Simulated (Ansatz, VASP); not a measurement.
TiSi2: VASP beside Ansatz

INCAR

```
SYSTEM = TiSi2
ALGO = Normal
EDIFF = 1E-6
ENCUT = 520
GGA = PS
ISIF = 2
ISMEAR = -1
LASPH = .TRUE.
LCHARG = .TRUE.
LELF = .TRUE.
LREAL = .FALSE.
LVHAR = .TRUE.
LWAVE = .FALSE.
NBANDS = 17
NELM = 80
PREC = Accurate
SIGMA = 0.05
```

The input KPOINTS:

```
k-points
0
G
  12 12 12
  0 0 0
```

The input POSCAR:

```
TiSi2
1.0
   -1.4728720000      1.7121300000      4.2120830000
    1.4728720000     -1.7121300000      4.2120830000
    1.4728720000      1.7121300000     -4.2120830000
Ti Si
1 2
Direct
    0.0000000000      0.0000000000      0.0000000000
    0.6700780000      0.6700780000      0.0000000000
    0.3299220000      0.3299220000      0.0000000000
```

The input input.yaml:

```yaml
crystal:
  lattice:
    - [-1.472872, 1.71213, 4.212083]
    - [1.472872, -1.71213, 4.212083]
    - [1.472872, 1.71213, -4.212083]
  atoms:
    - { symbol: Ti, position: [0.0, 0.0, 0.0] }
    - { symbol: Si, position: [0.670078, 0.670078, 0.0] }
    - { symbol: Si, position: [0.329922, 0.329922, 0.0] }
hamiltonian:
  xc: pbesol
  pseudopotentials: { kind: paw }
kpoints:
  mp_grid: { grid: [12, 12, 12] }
scf:
  occupations: { method: fermi_dirac, width: 0.05 }
output:
  forces: true
  stress: true
  eigenvalues: true
  write_density: true
  write_potential: true
  elf: true
  volumetric_format: npy
```

Alike in both runs: task single point; functional PBEsol; k mesh 12 × 12 × 12; occupations fermi-dirac, width 0.05 eV; no spin polarisation.

```csv
,VASP,Ansatz
version,VASP 6.6.1,Ansatz 0.2.0
potentials or method,"VASP PAW PBE potentials, release 64 (Ti_sv, Si)",Ansatz PAW
plane-wave cutoff (eV),520,420
valence electrons in the cell,20,20
```

Ansatz gave:

- gap on the k mesh at the Fermi level (eV): none
- pressure (GPa): -3.6
- traceless stress, the component that is largest in VASP (GPa): 0.68
- rms of the force components (eV/Å): 0.032

Q: Which values does VASP return?

A: gap on the k mesh at the Fermi level (eV): none; pressure (GPa): -3.5; traceless stress, the component that is largest in VASP (GPa): 0.67; rms of the force components (eV/Å): 0.032.

VASP's potentials were made for PBE, not for PBEsol. Atom by atom the forces differ by 0.000 eV/Å (rms over components). A gap of «none» marks a metal or a gap that the smearing closes.
